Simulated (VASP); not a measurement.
Wanted: the native input for a VASP 6.6.1 run.

```
Task                   : single point
Functional             : RPBE
Potentials or basis    : VASP PAW PBE potentials, release 64 (Pd)
Cutoff                 : 520 eV
k mesh                 : 13 × 13 × 13
Occupations            : fermi-dirac, width 0.05 eV
Spin                   : collinear spin, ferromagnetic start
Starting moments       : [0.5] μB
Dipole correction      : no
Further INCAR settings : ALGO = Normal; EDIFF = 1e-06; NBANDS = 15
```

The structure of Pd lies in POSCAR:

```
Pd
1.0
    2.6782738960      0.0000000000      0.0000000000
    0.0000000000      2.6782738960      0.0000000000
    0.0000000000      0.0000000000      2.6782738960
Pd
1
Direct
    0.0000000000      0.0000000000      0.0000000000
```

This cell differs from its parent crystal: volume scaled by 1.04.

The input as run:

INCAR

```
SYSTEM = Pd
ALGO = Normal
EDIFF = 1E-6
ENCUT = 520
GGA = RP
ISIF = 2
ISMEAR = -1
ISPIN = 2
LASPH = .TRUE.
LCHARG = .FALSE.
LMAXMIX = 4
LORBIT = 11
LREAL = .FALSE.
LWAVE = .FALSE.
MAGMOM = 0.5
NBANDS = 15
NELM = 150
PREC = Accurate
SIGMA = 0.05
```

KPOINTS

```
k-points
0
G
  13 13 13
  0 0 0
```

Potentials or basis: VASP PAW PBE potentials, release 64 (Pd).

Launch:

```console
$ cat potpaw_PBE.64/Pd/POTCAR > POTCAR
$ mpirun -np 1 vasp_std > vasp.out
```

It gave:

```json
{
 "Pressure": "-4.0 GPa",
 "Band gap on the k mesh": "zero (filled and empty bands overlap)",
 "Net moment": "0.00 μB per cell",
 "Valence electrons inside the program's atomic spheres": "Pd 9.24"
}
```

Caveat: the PAW data sets were made with another functional, which shifts forces and pressure a little.

Run time: 34 s on 1 thread of Intel Xeon 6975P-C, on a shared host, peak memory 0.15 GiB.
